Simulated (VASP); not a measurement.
# Ti3H in VASP: further runs

Ti3H is run at these levels: PBE; tasks: single point.

Program: VASP 6.6.1. These are calculated values, not measurements. Logs are shortened: lines on timing, memory, paths and dates and some standing lists are left out, and cuts for length are marked.

## Step 1: The cell of the first run

The cell holds a slab with vacuum, 4 atoms: a = 2.908 Å, b = 2.908 Å, c = 19.306 Å, α = 90.00°, β = 90.00°, γ = 90.00°.

## Step 2: Single point, PBE

The input, INCAR:

```
PREC = Accurate ; ENCUT = 520
EDIFF = 1E-6 ; ISMEAR = 0
SIGMA = 0.1 ; LREAL = False
LASPH = True ; NELM = 100
ALGO = Normal ; ISIF = 2
LWAVE = False ; LCHARG = True
LDIPOL = True ; IDIPOL = 3
DIPOL = 0.5 0.5 0.346 ; GGA = PE
LELF = True ; LVHAR = True
LVACPOTAV = True ; NBANDS = 26
```

The input, KPOINTS:

```
Automatic mesh
0
Gamma
  9 9 1
```

The input, POSCAR:

```
Ti3H
1.0
    2.9075446922      0.0000000000      0.0000000000
    0.0000000000      2.9075446922      0.0000000000
    0.0000000000      0.0000000000     19.3059825228
Ti H
3 1
Direct
    0.5000000000      0.5000000000      0.2071896623
    0.0000000000      0.0000000000      0.3057583538
    0.5000000000      0.5000000000      0.4043297208
    0.8333333333      0.8333333333      0.4648634980
```

Potentials or basis: VASP PAW PBE potentials, release 64 (Ti_sv, H).

Run with:

```
> cat potpaw_PBE.64/Ti_sv/POTCAR potpaw_PBE.64/H/POTCAR > POTCAR
> mpirun -np 1 vasp_std > vasp.out
```

OUTCAR:

```text
PREC = Accurate
   ENCUT = 520
   EDIFF = 1E-6
   ISMEAR = 0
   LREAL = False
   LASPH = True
   NELM = 100
   ISIF = 2
   GGA = PE

 ion  position               nearest neighbor table
   1  0.500  0.500  0.207-   2 2.80   2 2.80   2 2.80   2 2.80
   2  0.000  0.000  0.306-   1 2.80   1 2.80   1 2.80   1 2.80   3 2.80   3 2.80   3 2.80   3 2.80

   3  0.500  0.500  0.404-   4 1.80   2 2.80   2 2.80   2 2.80   2 2.80
   4  0.833  0.833  0.465-   3 1.80

  LATTYP: Found a simple tetragonal cell.
 ALAT       =     2.9075446922
 C/A-ratio  =     6.6399607114

  Lattice vectors:

 A1 = (   2.9075446922,   0.0000000000,   0.0000000000)
 A2 = (   0.0000000000,   2.9075446922,   0.0000000000)
 A3 = (   0.0000000000,   0.0000000000,  19.3059825228)

Analysis of symmetry for initial positions (statically):
=====================================================================
 Subroutine PRICEL returns:
 Original cell was already a primitive cell.

 Routine SETGRP: Setting up the symmetry group for a
 simple tetragonal supercell.

 Subroutine GETGRP returns: Found  2 space group operations
 (whereof  2 operations were pure point group operations)
 out of a pool of 16 trial point group operations.

The static configuration has the point symmetry C_1h.

Analysis of symmetry for dynamics (positions and initial velocities):
=====================================================================
 Subroutine PRICEL returns:
 Original cell was already a primitive cell.

 Routine SETGRP: Setting up the symmetry group for a
 simple tetragonal supercell.

 Subroutine GETGRP returns: Found  2 space group operations
 (whereof  2 operations were pure point group operations)
 out of a pool of 16 trial point group operations.

The dynamic configuration has the point symmetry C_1h.

 Subroutine INISYM returns: Found  2 space group operations
 (whereof  2 operations are pure point group operations),
 and found     1 'primitive' translations

----------------------------------------------------------------------------------------

                                     Primitive cell

  volume of cell :     163.2092

  direct lattice vectors                    reciprocal lattice vectors
     2.907544692  0.000000000  0.000000000     0.343932804  0.000000000  0.000000000
     0.000000000  2.907544692  0.000000000     0.000000000  0.343932804  0.000000000
     0.000000000  0.000000000 19.305982523     0.000000000  0.000000000  0.051797416

  length of vectors
     2.907544692  2.907544692 19.305982523     0.343932804  0.343932804  0.051797416

  position of ions in fractional coordinates (direct lattice)
     0.500000000  0.500000000  0.207189662
     0.000000000  0.000000000  0.305758354
     0.500000000  0.500000000  0.404329721
     0.833333333  0.833333333  0.464863498

  ion indices of the primitive-cell ions
   primitive index   ion index
                 1           1
                 2           2
                 3           3
                 4           4

----------------------------------------------------------------------------------------

 KPOINTS: Automatic mesh

Automatic generation of k-mesh.
 Grid dimensions read from file:
 generate k-points for:    9    9    1

 Generating k-lattice:

  Cartesian coordinates                     Fractional coordinates (reciprocal lattice)
     0.038214756  0.000000000  0.000000000     0.111111111  0.000000000  0.000000000
     0.000000000  0.038214756  0.000000000     0.000000000  0.111111111  0.000000000
     0.000000000  0.000000000  0.051797416     0.000000000  0.000000000  1.000000000

  Length of vectors
     0.038214756  0.038214756  0.051797416

  Shift w.r.t. Gamma in fractional coordinates (k-lattice)
     0.000000000  0.000000000  0.000000000

 Subroutine IBZKPT returns following result:
 ===========================================

 Found     25 irreducible k-points:

 Following reciprocal coordinates:
            Coordinates               Weight
  0.000000  0.000000  0.000000      1.000000
  0.111111  0.000000  0.000000      4.000000
  0.222222  0.000000  0.000000      4.000000
  0.333333  0.000000  0.000000      4.000000
  0.444444  0.000000  0.000000      4.000000
  0.111111  0.111111  0.000000      2.000000
[... 16 lines left out ...]
 -0.333333  0.444444  0.000000      4.000000
  0.444444  0.444444  0.000000      2.000000
   k-points           NKPTS =     25   k-points in BZ     NKDIM =     25   number of bands    NBANDS=     26
   number of dos      NEDOS =    301   number of ions     NIONS =      4
   total plane-waves  NPLWV =  82944
   dimension x,y,z NGX =    24 NGY =   24 NGZ =  144
   dimension x,y,z NGXF=    48 NGYF=   48 NGZF=  288
   ions per type =               3   1
   NGX,Y,Z   is equivalent  to a cutoff of  13.72, 13.72, 12.40 a.u.
   NGXF,Y,Z  is equivalent  to a cutoff of  27.45, 27.45, 24.80 a.u.
 SYSTEM =  unknown system
   PREC   = accura    normal or accurate (medium, high low for compatibility)
   ISTART =      0    job   : 0-new  1-cont  2-samecut
   ICHARG =      2    charge: 1-file 2-atom 10-const
   ISPIN  =      1    spin polarized calculation?
   LNONCOLLINEAR =      F non collinear calculations
   LSORBIT =      F    spin-orbit coupling
   LASPH  =      T    aspherical Exc in radial PAW
   ENCUT  =  520.0 eV  38.22 Ry    6.18 a.u.   5.41  5.41 35.90*2*pi/ulx,y,z
   NELM   =    100;   NELMIN=  2; NELMDL= -5     # of ELM steps
   EDIFF  = 0.1E-05   stopping-criterion for ELM
   LREAL  =      F    real-space projection
   EDIFFG = 0.1E-04   stopping-criterion for IOM
   NSW    =      0    number of steps for IOM
   IBRION =     -1    ionic relax: 0-MD 1-quasi-New 2-CG
   NFREE  =      0    steps in history (QN), initial steepest desc. (CG)
   ISIF   =      2    stress and relaxation
   ISYM   =      2    0-nonsym 1-usesym 2-fastsym
   POTIM  = 0.5000    time-step for ionic-motion
   TEBEG  =    0.0;   TEEND  =   0.0 temperature during run
   PSTRESS=    0.0 pullay stress
   NELECT =      37.0000    total number of electrons
   NUPDOWN=      -1.0000    fix difference up-down
   EMIN   =  10.00;   EMAX   =-10.00  energy-range for DOS
   EFERMI =   0.00;   METHOD = LEGACY
   ISMEAR =     0;   SIGMA  =   0.10  broadening in eV -4-tet -1-fermi 0-gaus
   EFERMI_NEDOS =   21; number of points for ismear=-14 and -15
   IALGO  =     38    algorithm
   IMIX   =      4    mixing-type and parameters
     AMIX     =   0.40;   BMIX     =  1.00
     AMIX_MAG =   1.60;   BMIX_MAG =  1.00
  volume/ion in A,a.u.               =      40.80       275.35
  Fermi-wavevector in a.u.,A,eV,Ry     =   0.998222  1.886366 13.557489  0.996447
  Thomas-Fermi vector in A             =   2.130431
   LORBIT       =      0    0 simple, 1 ext, 2 COOP (PROOUT), +10 PAW based schemes
   GGA     = PE    functional components
   LHFCALC =     F    Hartree Fock is set to
   AEXX    =    0.0000 exact exchange contribution
   IVDW    =     0    specifies the selected vdW correction
   LEPSILON=     F    determine dielectric tensor
   LRPA    =     F    only Hartree local field effects (RPA)
 non-spin polarized calculation
 Gauss-broadening in eV      SIGMA  =   0.10
  energy-cutoff  :      520.00
  volume of cell :      163.21
 maximum number of plane-waves:      4439
 NGX is ok and might be reduce to    24
   NGX = 11   NGY = 11   NGZ = 71

 dipolmoment           0.000000      0.000000     -0.198533 electrons x Angstroem

 number of electron      37.0000013 magnetization

 dipolmoment           0.000000      0.000000      0.039140 electrons x Angstroem

 Free energy of the ion-electron system (eV)
  ---------------------------------------------------
  ext. energy  EPLUGINS =         0.00000000
  ---------------------------------------------------
  free energy    TOTEN  =       -25.42305723 eV

  energy without entropy =      -25.39229886  energy(sigma->0) =      -25.40767804

 E-fermi :   0.0196     XC(G=0):  -4.7876

 val. band max:        0.0054625225   @ k =   0.4444   0.2222   0.0000
 cond. band min:       0.0482167185   @ k =   0.1111   0.0000   0.0000
 fundamental gap:      0.0427541960
 Fermi energy:         0.0196037696

 k-point     1 :       0.0000    0.0000    0.0000
  band No.  band energies     occupation
      1     -56.8667      2.00000
      2     -56.7779      2.00000
      3     -56.4350      2.00000
      4     -33.2516      2.00000
      5     -33.1319      2.00000
      6     -32.9556      2.00000
[... 18 lines left out ...]
     25       2.3181      0.00000
     26       2.4304      0.00000

 k-point     2 :       0.1111    0.0000    0.0000
  band No.  band energies     occupation
      1     -56.8607      2.00000
      2     -56.7722      2.00000
      3     -56.4324      2.00000
      4     -33.2397      2.00000
      5     -33.1436      2.00000
      6     -32.9926      2.00000
[... 18 lines left out ...]
     25       1.8968      0.00000
     26       2.3928      0.00000

 k-point     3 :       0.2222    0.0000    0.0000
  band No.  band energies     occupation
      1     -56.8454      2.00000
      2     -56.7574      2.00000
      3     -56.4260      2.00000
      4     -33.2216      2.00000
      5     -33.1796      2.00000
      6     -33.0875      2.00000
[... 18 lines left out ...]
     25       1.8051      0.00000
     26       2.1354      0.00000

 k-point     4 :       0.3333    0.0000    0.0000
  band No.  band energies     occupation
      1     -56.8281      2.00000
      2     -56.7403      2.00000
      3     -56.4190      2.00000
      4     -33.2803      2.00000
      5     -33.2255      2.00000
      6     -33.1298      2.00000
[... 18 lines left out ...]
     25       1.8483      0.00000
     26       2.0824      0.00000
[... 496 lines left out ...]
      1     -56.7866      2.00000
      2     -56.6989      2.00000
      3     -56.3846      2.00000
      4     -33.2915      2.00000
      5     -33.2338      2.00000
      6     -33.1573      2.00000
[... 18 lines left out ...]
     25       2.5758      0.00000
     26       2.9480      0.00000

 k-point    23 :      -0.3333    0.4444    0.0000
  band No.  band energies     occupation
      1     -56.7866      2.00000
      2     -56.6989      2.00000
      3     -56.3846      2.00000
      4     -33.2918      2.00000
      5     -33.2339      2.00000
      6     -33.1528      2.00000
[... 18 lines left out ...]
     25       2.5512      0.00000
     26       3.0365      0.00000

 k-point    24 :       0.4444    0.4444    0.0000
  band No.  band energies     occupation
      1     -56.7777      2.00000
      2     -56.6900      2.00000
      3     -56.3758      2.00000
      4     -33.2939      2.00000
      5     -33.2917      2.00000
      6     -33.1491      2.00000
[... 18 lines left out ...]
     25       2.8563      0.00000
     26       3.2921      0.00000

 [... further k-points ...]

------------------------ aborting loop because EDIFF is reached ----------------------------------------

  FORCE on cell =-STRESS in cart. coord.  units (eV):
  Direction    XX          YY          ZZ          XY          YZ          ZX
  --------------------------------------------------------------------------------------
  -------------------------------------------------------------------------------------
  Total       -1.4040729     -1.4040729      1.0528173      0.4503333      0.6247707      0.6247726
  in kB      -13.7833736    -13.7833736     10.3351996      4.4207908      6.1331911      6.1332106
  external PRESSURE =      -5.7438492 kB  Pullay stress =       0.0000000 kB

 VOLUME and BASIS-vectors are now :
 -----------------------------------------------------------------------------
  energy-cutoff  :      520.00
  volume of cell :      163.21
      direct lattice vectors                 reciprocal lattice vectors
     2.907544692  0.000000000  0.000000000     0.343932804  0.000000000  0.000000000
     0.000000000  2.907544692  0.000000000     0.000000000  0.343932804  0.000000000
     0.000000000  0.000000000 19.305982523     0.000000000  0.000000000  0.051797416

 POSITION                                       TOTAL-FORCE (eV/Angst)
 -----------------------------------------------------------------------------------
      1.45377      1.45377      4.00000         0.018500      0.018500      0.100855
      0.00000      0.00000      5.90297         0.013343      0.013343     -0.768867
      1.45377      1.45377      7.80598        -0.648479     -0.648479      0.664006
      2.42295      2.42295      8.97465         0.616636      0.616636      0.004006
 -----------------------------------------------------------------------------------
    total drift:                                0.000034      0.000034     -0.000403

  FREE ENERGIE OF THE ION-ELECTRON SYSTEM (eV)
  ---------------------------------------------------
  free  energy   TOTEN  =       -25.4230572306 eV

  energy  without entropy=      -25.3922988584  energy(sigma->0) =      -25.40767804

 vacuum level on the upper side and lower side of the slab         4.569         3.728
```

Wall time 85 s (1 thread of Intel Xeon 6975P-C (Granite Rapids), shared host); peak memory 0.31 GiB.

Results:

| Property | Result |
| --- | --- |
| Free energy | -25.4231 eV |
| Largest force | 1.132 eV/Å |

Forces on the atoms (eV/Å):
```
Ti   0.018  0.018  0.101
Ti   0.013  0.013 -0.769
Ti  -0.648 -0.648  0.664
H    0.617  0.617  0.004
```

Levels at points of the mesh, in eV from the Fermi level:
```
           k point  band 17  band 18  band 19  band 20  band 21  band 22
(0.00, 0.00, 0.00)    -1.41    -0.71    -0.02     0.69     1.00     1.04
```

## Step 3: Single point, PBE

The input, INCAR:

```
ALGO = Normal ; DIPOL = 0.5 0.5 0.351
EDIFF = 1E-6 ; ENCUT = 520
GGA = PE ; IDIPOL = 3
ISIF = 2 ; ISMEAR = 0
LASPH = True ; LCHARG = False
LDIPOL = True ; LREAL = False
LWAVE = False ; NBANDS = 26
NELM = 100 ; PREC = Accurate
SIGMA = 0.1
```

The input, KPOINTS:

```
k-points
0
Gamma
  9 9 1
```

Edit POSCAR of step 2 so:

```diff
@@ -11,2 +11,2 @@
     0.5000000000      0.5000000000      0.4043297208
-    0.8333333333      0.8333333333      0.4648634980
+    0.6666666667      0.6666666667      0.4872630917
```

Potentials or basis: VASP PAW PBE potentials, release 64 (Ti_sv, H).

Run with:

```
> cat potpaw_PBE.64/Ti_sv/POTCAR potpaw_PBE.64/H/POTCAR > POTCAR
> mpirun -np 1 vasp_std > vasp.out
```

Run time: 92 s. Hardware: 1 thread of Intel Xeon 6975P-C (Granite Rapids), shared host; peak memory 0.31 GiB.

Results (log left out):

- Free energy: -24.8246 eV
- Largest force: 0.973 eV/Å

Forces on the atoms (eV/Å):
```
Ti   0.033  0.033 -0.013
Ti  -0.009 -0.009 -0.501
Ti  -0.592 -0.592  0.495
H    0.569  0.569  0.019
```

Levels at points of the mesh, in eV from the Fermi level:
```csv
k point,band 15,band 16,band 17,band 18,band 19,band 20,band 21,band 22,band 23,band 24
"(0.00, 0.00, 0.00)",-2.72,-1.97,-1.59,-0.56,-0.01,0.80,1.13,1.14,2.02,2.07
```
